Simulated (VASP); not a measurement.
Runs of VASP 6.6.1 on SiC. The structure is that of space group P6_3mc (No. 186), or close to it. The cells are those of the table. 

| cell | gap on the mesh (eV) | pressure (GPa) | largest force (eV/Å) |
| --- | --- | --- | --- |
| a = 2.844, b = 2.844, c = 5.277 Å, angles 90.0, 90.0, 120.0°, 4 atoms | 1.48 | 40.7 | 1.43 |
| a = 2.968, b = 2.968, c = 4.871 Å, angles 90.0, 90.0, 120.0°, 4 atoms | 2.07 | 33.1 | 0.03 |
| a = 2.844, b = 2.844, c = 4.668 Å, angles 90.0, 90.0, 120.0°, 4 atoms | 1.81 | 86.0 | (b) |
| a = 3.092, b = 3.092, c = 4.668 Å, angles 90.0, 90.0, 120.0°, 4 atoms | 2.08 | 22.9 | 1.62 |
| a = 3.092, b = 3.092, c = 4.871 Å, angles 90.0, 90.0, 120.0°, 4 atoms | 2.32 | 9.8 | (a) |
| a = 2.968, b = 2.968, c = 5.277 Å, angles 90.0, 90.0, 120.0°, 4 atoms | 1.90 | 12.1 | 0.64 |
| a = 2.968, b = 2.968, c = 4.668 Å, angles 90.0, 90.0, 120.0°, 4 atoms | 2.04 | 48.8 | 0.98 |
| a = 3.215, b = 3.215, c = 4.668 Å, angles 90.0, 90.0, 120.0°, 4 atoms | 1.73 | 5.2 | 2.01 |

Alike in all rows: task single point; level PBE; potentials or basis VASP PAW PBE potentials, release 64 (Si, C); no spin polarisation; k mesh 12 × 12 × 6; cutoff (eV) 520; smearing gaussian 0.05 eV.

Q: Fill in the values left out.

A: (a) 0.55; (b) 0.05.

Caveats: forces of over 1 eV/Å act on the atoms, so gaps and moduli don't describe the material at rest (some runs).

A k mesh can miss the band edges.
